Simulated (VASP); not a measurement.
Wanted: the native input for a VASP 6.6.1 run.

| Item | Value |
| --- | --- |
| Task | single point |
| Functional | PBE |
| Potentials or basis | VASP PAW PBE potentials, release 64 (Ca_sv, Si) |
| Cutoff | 520 eV |
| k mesh | 3 × 3 × 3 |
| Occupations | gaussian, width 0.1 eV |
| Spin | no spin polarisation |
| Dipole correction | no |
| Further INCAR settings | ALGO = Fast; EDIFF = 1e-06; NBANDS = 49 |

The structure of Ca3Si2 lies in POSCAR:

```
Ca3Si2
1.0
    3.3307542644      1.9230118711      6.0624729425
   -3.3307542644      1.9230118711      6.0624729425
    0.0000000000     -3.8460237423      6.0624729425
Ca Si
6 4
Direct
    0.0562500000      0.4437500000      0.7500000000
    0.7500000000      0.0562500000      0.4437500000
    0.4437500000      0.7500000000      0.0562500000
    0.9437500000      0.5562500000      0.2500000000
    0.2500000000      0.9437500000      0.5562500000
    0.5562500000      0.2500000000      0.9437500000
    0.8521800000      0.8521800000      0.8521800000
    0.6478200000      0.6478200000      0.6478200000
    0.1478200000      0.1478200000      0.1478200000
    0.3521800000      0.3521800000      0.3521800000
```

One way to write it, as run:

INCAR

```
SYSTEM = Ca3Si2
  PREC = Accurate
  ENCUT = 520
  EDIFF = 1E-6
  ISMEAR = 0
  SIGMA = 0.1
  LREAL = .FALSE.
  LASPH = .TRUE.
  NELM = 100
  ALGO = Fast
  ISIF = 2
  LWAVE = .FALSE.
  LCHARG = .TRUE.
  GGA = PE
  LELF = .TRUE.
  LVHAR = .TRUE.
  NBANDS = 49
```

KPOINTS

```
regular mesh
0
G
  3 3 3
  0 0 0
```

Potentials or basis: VASP PAW PBE potentials, release 64 (Ca_sv, Si).

Launch:

```console
$ cat potpaw_PBE.64/Ca_sv/POTCAR potpaw_PBE.64/Si/POTCAR > POTCAR
$ mpirun -np 1 vasp_std > vasp.out
```

It gave:

```yaml
Pressure: 20.6 GPa
Largest_force: 0.520 eV/Å
Band_gap_on_the_k_mesh: zero (band 38 reaches 4.06 eV, above the bottom of band 39 at 3.69 eV)
```

Caveat: the k points lie up to 0.38 Å⁻¹ apart.

Run time: 100 s on 1 thread of AMD EPYC 9R45 (Zen 5) (shared host), peak memory 0.37 GiB.
